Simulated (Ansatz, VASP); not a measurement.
**Al in VASP and in Ansatz**

INCAR

```
SYSTEM = Al
PREC = Accurate ; ENCUT = 520
EDIFF = 1E-6 ; ISMEAR = 0
SIGMA = 0.15 ; LREAL = .FALSE.
LASPH = .TRUE. ; NELM = 80
ALGO = Normal ; ISIF = 2
LWAVE = .FALSE. ; LCHARG = .FALSE.
GGA = PS ; NBANDS = 8
```

Contents of KPOINTS:

```
regular mesh
0
G
  20 20 20
  0 0 0
```

POSCAR

```
Al
1.0
   -1.5912186900      1.5912186900      1.5673504096
    1.5912186900     -1.5912186900      1.5673504096
    1.5912186900      1.5912186900     -1.5673504096
Al
1
Direct
    0.0000000000      0.0000000000      0.0000000000
```

Input for Ansatz:

```yaml
crystal:
  lattice:
    - [-1.59121869, 1.59121869, 1.5673504096]
    - [1.59121869, -1.59121869, 1.5673504096]
    - [1.59121869, 1.59121869, -1.5673504096]
  atoms:
    - { symbol: Al, position: [0.0, 0.0, 0.0] }
basis:
  ecutwfc: 420
kpoints:
  mp_grid: { grid: [20, 20, 20] }
hamiltonian:
  xc: pbesol
scf:
  occupations: { method: gaussian, width: 0.15 }
output:
  forces: true
  stress: true
  eigenvalues: true
```

Change from the starting cell: strain +0.000 along x and y, -0.015 along z, atoms carried along.

Alike in both runs: task single point; functional PBEsol; k mesh 20 × 20 × 20; occupations gaussian, width 0.15 eV; no spin polarisation.

|  | VASP | Ansatz |
| --- | --- | --- |
| version | VASP 6.6.1 | Ansatz 0.2.0 |
| potentials or method | VASP PAW PBE potentials, release 64 (Al), cutoff 520 eV | scalar-relativistic, plane waves, PAW |
| valence electrons in the cell | 3 | 3 |

```csv
,VASP,Ansatz,Ansatz less VASP
gap on the k mesh at the Fermi level (eV),none,none,-
pressure (GPa),3.5,3.5,-0.07
"traceless stress, the component that is largest in VASP (GPa)",-0.52,-0.52,+0.003
```

VASP's potentials were made for PBE, not for PBEsol. A gap of «none» marks a metal or a gap that the smearing closes.
